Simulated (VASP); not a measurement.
Input of a VASP 6.6.1 run:

File INCAR:

```
SYSTEM = HfB
ALGO = Normal
EDIFF = 1E-6
ENCUT = 520
GGA = PE
ISIF = 2
ISMEAR = 0
LASPH = .TRUE.
LCHARG = .TRUE.
LELF = .TRUE.
LREAL = .FALSE.
LVHAR = .TRUE.
LWAVE = .FALSE.
NBANDS = 14
NELM = 80
PREC = Accurate
SIGMA = 0.1
```

KPOINTS

```
k-points
0
G
  16 16 16
  0 0 0
```

The input POSCAR:

```
HfB
1.0
    0.0000000000      2.2392662348      2.2392662348
    2.2392662348      0.0000000000      2.2392662348
    2.2392662348      2.2392662348      0.0000000000
Hf B
1 1
Direct
    0.5000000000      0.5000000000      0.5000000000
    0.0000000000      0.0000000000      0.0000000000
```

Potentials or basis: VASP PAW PBE potentials, release 64 (Hf_pv, B).

Launch:

```sh
$ cat potpaw_PBE.64/Hf_pv/POTCAR potpaw_PBE.64/B/POTCAR > POTCAR
$ mpirun -np 1 vasp_std > vasp.out
```

**Question.** Estimate the pressure.

**Answer.** 61.8 GPa.
